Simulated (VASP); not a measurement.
ZnSnN, 3 atoms in the cell. It takes space group P4/mmm (No. 123, tetragonal). The conventional cell has a = 3.809 Å, b = 3.809 Å, c = 3.716 Å, α = 90.00°, β = 90.00°, γ = 90.00°. Zn (site symmetry 4/mmm) has 2 N at 1.86 Å within 2.5 Å. Within 3.9 Å of Sn (site symmetry 4/mmm) lie 4 N at 2.69 Å and 8 Zn at 3.27 Å and 6 Sn at 3.72 to 3.81 Å. Within 2.5 Å of N (site symmetry 4/mmm) lie 2 Zn at 1.86 Å. The cell was generated, and may not be a known phase.

```yaml
Program: VASP 6.6.1
Task: relaxation of cell and atoms
Functional: PBE
Potentials_or_basis: VASP PAW PBE potentials, release 64 (Zn, Sn_d, N)
Cutoff: 600 eV
k_mesh: 4 × 4 × 6
Occupations: gaussian, width 0.1 eV
Spin: no spin polarisation
Dipole_correction: no
Further_INCAR_settings: ALGO = Normal; EDIFF = 1e-06; IBRION = 2; EDIFFG = -0.04; NSW = 90; ISIF = 3
```

Potentials or basis: VASP PAW PBE potentials, release 64 (Zn, Sn_d, N).

Command:

```bash
$ cat potpaw_PBE.64/Zn/POTCAR potpaw_PBE.64/Sn_d/POTCAR potpaw_PBE.64/N/POTCAR > POTCAR
$ mpirun -np 1 vasp_std > vasp.out
```

Hardware: 1 thread of Intel(R) Xeon(R) 6975P-C (Granite Rapids) (shared host).

**Question.** Estimate the wall time of this run.

**Answer.** Wall time 31 s on 1 thread of Intel(R) Xeon(R) 6975P-C (Granite Rapids) (shared host), peak memory 0.19 GiB. Counts: scf iterations 33, k points 24, ion steps 4.
